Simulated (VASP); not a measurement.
The system is HfC.

```xyz
4
Lattice="1.6249 0.9381 5.8123 -1.6249 0.9381 5.8123 0.0000 -1.8763 5.8123" Properties=species:S:1:pos:R:3 pbc="T T T"
Hf    0.0000    0.0000    0.0000
Hf    0.0000    0.0000    2.9061
C     0.0000    0.0000    7.2653
C     0.0000    0.0000   10.1714
```

* Program: VASP 6.6.1
* Task: relaxation of cell and atoms
* Functional: PBE
* Potentials or basis: VASP PAW PBE potentials, release 64 (Hf_pv, C)
* Cutoff: 600 eV
* k mesh: 6 × 6 × 6
* Occupations: gaussian, width 0.1 eV
* Spin: no spin polarisation

At the start: pressure -5.7 GPa; volume 13.29 Å³/atom.

Q: How do energy, volume and symmetry change on relaxing?

A: Over 9 steps the energy falls by 56.3 meV/atom and the volume is 12.95 Å³/atom (-2.6 %); space group R3m (No. 160, to 0.1 Å) before and after.

Step by step:
```tsv
step	energy change (eV)	largest force (eV/Å)	pressure (GPa)	volume (Å³)
1	0.0000	2.0230	-5.72	53.16
2	-0.1157	1.0988	11.41	49.55
3	-0.2054	0.3634	3.67	50.94
4	-0.2055	0.3188	3.92	50.89
5	-0.2107	0.4359	-3.29	52.66
6	-0.2237	0.1524	-0.12	51.84
7	-0.2249	0.0631	-0.08	51.85
8	-0.2250	0.0447	-0.09	51.85
9	-0.2251	0.0175	0.10	51.80
```

Final structure:
```xyz
4
Lattice="1.6336 0.9431 5.6040 -1.6336 0.9431 5.6040 0.0000 -1.8863 5.6040" Properties=species:S:1:pos:R:3 pbc="T T T"
Hf    0.0000    0.0000   16.7427
Hf    0.0000    0.0000    2.8599
C     0.0000    0.0000    6.9864
C     0.0000    0.0000    9.8373
```

Caveat: the k points lie up to 0.38 Å⁻¹ apart in the final cell.
